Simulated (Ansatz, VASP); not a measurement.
**Two plane-wave programs on NbN**

The input INCAR:

```
SYSTEM = NbN
  PREC = Accurate
  ENCUT = 520
  EDIFF = 1E-6
  ISMEAR = -1
  SIGMA = 0.05
  LREAL = .FALSE.
  LASPH = .TRUE.
  NELM = 120
  ALGO = Normal
  ISIF = 2
  LWAVE = .FALSE.
  LCHARG = .TRUE.
  LDIPOL = .TRUE.
  IDIPOL = 3
  DIPOL = 0.5 0.5 0.500
  LELF = .TRUE.
  LVHAR = .TRUE.
  LVACPOTAV = .TRUE.
  NBANDS = 36
  GGA_COMPAT = .FALSE.
  NELMDL = -8
```

KPOINTS

```
regular mesh
0
G
  11 11 1
  0 0 0
```

Contents of POSCAR:

```
NbN
1.0
    3.0798703058      0.0000000000      0.0000000000
    0.0000000000      3.0798703058      0.0000000000
    0.0000000000      0.0000000000     20.3556000000
Nb N
3 3
Direct
    0.2500000000      0.2500000000      0.3930123809
    0.7500000000      0.7500000000      0.5000000000
    0.2500000000      0.2500000000      0.6069876191
    0.7500000000      0.7500000000      0.3930123809
    0.2500000000      0.2500000000      0.5000000000
    0.7500000000      0.7500000000      0.6069876191
```

Input for Ansatz:

```yaml
crystal:
  lattice:
    - [3.0798703058, 0.0, 0.0]
    - [0.0, 3.0798703058, 0.0]
    - [0.0, 0.0, 20.3556]
  atoms:
    - { symbol: Nb, position: [0.25, 0.25, 0.3930123809] }
    - { symbol: "N", position: [0.75, 0.75, 0.3930123809] }
    - { symbol: Nb, position: [0.75, 0.75, 0.5] }
    - { symbol: "N", position: [0.25, 0.25, 0.5] }
    - { symbol: Nb, position: [0.25, 0.25, 0.6069876191] }
    - { symbol: "N", position: [0.75, 0.75, 0.6069876191] }
kpoints:
  mp_grid: { grid: [11, 11, 1] }
scf:
  occupations: { method: fermi_dirac, width: 0.05 }
hamiltonian:
  xc: lda
  pseudopotentials: { kind: paw }
output:
  forces: true
  stress: true
  eigenvalues: true
  populations: true
efield:
  axis: 3
  amplitude: 0
  dipole_correction: true
```

Alike in both runs: task single point; functional LDA; k mesh 11 × 11 × 1; occupations fermi-dirac, width 0.05 eV; no spin polarisation.

```csv
,VASP,Ansatz
version,VASP 6.6.1,Ansatz 0.2.0
potentials or method,"VASP PAW LDA potentials, release 64 (Nb_sv, N)","PAW with Ansatz's default frozen-core files, scalar-relativistic"
plane-wave cutoff (eV),520,420
valence electrons in the cell,54,54
```

|  | VASP | Ansatz | Ansatz less VASP |
| --- | --- | --- | --- |
| rms of the force components (eV/Å) | 0.782 | 0.781 | -0.0005 |

LDA's correlation is that of Perdew and Zunger in VASP and of Perdew and Wang (1992) in Ansatz.
